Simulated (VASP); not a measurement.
Runs of VASP 6.6.1 on PbO2. The typed cell holds 12 atoms: a = 4.984 Å, b = 4.984 Å, c = 6.796 Å, α = 90.00°, β = 90.00°, γ = 90.00°. 

```tsv
level	potentials or basis	smearing	gap on the mesh (eV)	pressure (GPa)	largest force (eV/Å)
PBEsol+D4	VASP PAW PBE potentials, release 64 (Pb_d, O)	fermi-dirac 0.05 eV	1.70	3.2	3.88
PBEsol	VASP PAW PBE potentials, release 64 (Pb_d, O)	gaussian 0.01 eV	1.70	4.8	3.89
PBEsol	VASP PAW PBE potentials, release 64 (Pb_d, O)	fermi-dirac 0.05 eV	1.70	4.8	3.89
LDA	VASP PAW LDA potentials, release 64 (Pb_d, O)	fermi-dirac 0.05 eV	(b)	0.7	(a)
```

Alike in all rows: task single point; no spin polarisation; cell as given; k mesh 2 × 2 × 2, shifted; cutoff (eV) 520.

Problem. Estimate the missing entries.

Solution. (a) 3.82; (b) 1.69.

Caveats: all runs use coarse meshes; spin-orbit coupling is left out, which moves the levels of the heavy elements; the PAW data sets were made with another functional, which shifts forces and pressure a little (some runs); forces of over 1 eV/Å act on the atoms, so gaps and moduli don't describe the material at rest (some runs).

A k mesh can miss the band edges, and the runs leave out spin-orbit coupling on Pb.
